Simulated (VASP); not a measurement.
A run of VASP 6.6.1 is set up as follows.

POSCAR

```
F
1.0
    2.6504942700     -1.5173207700      0.0000000000
    2.6504942700      1.5173207700      0.0000000000
   -2.1034238900      0.0000000000      6.7261075100
F
4
Direct
    0.5044951306      0.5044951306      0.4008501092
    0.0853581610      0.0853581610      0.0986032604
    0.4955048707      0.4955048707      0.5991498893
    0.9113465587      0.9179371230      0.9013967396
```

The input INCAR.step1:

```
ALGO     = Normal         # electronic algorithm
EDIFF    = 1E-4           # SCF threshold, eV
ENCUT    = 520            # plane-wave cutoff, eV
GGA      = PE             # functional
ISMEAR   = 0              # smearing method
LASPH    = T              # aspherical terms in the spheres
LCHARG   = F              # write CHGCAR
LREAL    = F              # projectors in reciprocal space
LWAVE    = T              # write WAVECAR
NBANDS   = 22             # bands
NELM     = 80             # most SCF steps
PREC     = Accurate       # precision mode
SIGMA    = 0.01           # smearing width, eV
```

The input INCAR.step2:

```
ALGO     = Normal         # electronic algorithm
EDIFF    = 1E-7           # SCF threshold, eV
ENCUT    = 520            # plane-wave cutoff, eV
ISIF     = 2              # what is computed and relaxed
ISMEAR   = 0              # smearing method
ISTART   = 1            
LASPH    = T              # aspherical terms in the spheres
LCHARG   = T              # write CHGCAR
LELF     = T              # ELF
LMIXTAU  = T            
LREAL    = F              # projectors in reciprocal space
LVHAR    = T            
LWAVE    = F              # write WAVECAR
METAGGA  = R2SCAN         # meta-GGA
NBANDS   = 22             # bands
NELM     = 80             # most SCF steps
PREC     = Accurate       # precision mode
SIGMA    = 0.01           # smearing width, eV
```

KPOINTS

```
k-points
0
Gamma
  8 8 4
```

Potentials or basis: VASP PAW PBE potentials, release 64 (F).

Run with:

```bash
$ cat potpaw_PBE.64/F/POTCAR > POTCAR
$ cp INCAR.step1 INCAR
$ mpirun -np 1 vasp_std > vasp.out
$ cp INCAR.step2 INCAR
$ mpirun -np 1 vasp_std > vasp.out
```

Q: Estimate the largest force.

A: 0.050 eV/Å.

Q: Estimate the band gap on the k mesh.

A: 3.33 eV (least direct gap 3.40 eV).

Q: Estimate the pressure.

A: 0.0 GPa.

Forces on the atoms (eV/Å):
```
F    0.021  0.000 -0.046
F    0.022  0.002  0.035
F   -0.021  0.001  0.046
F   -0.022 -0.003 -0.035
```

Caveat: the PAW data sets were made with another functional, which shifts forces and pressure a little. A k mesh can miss the band edges.
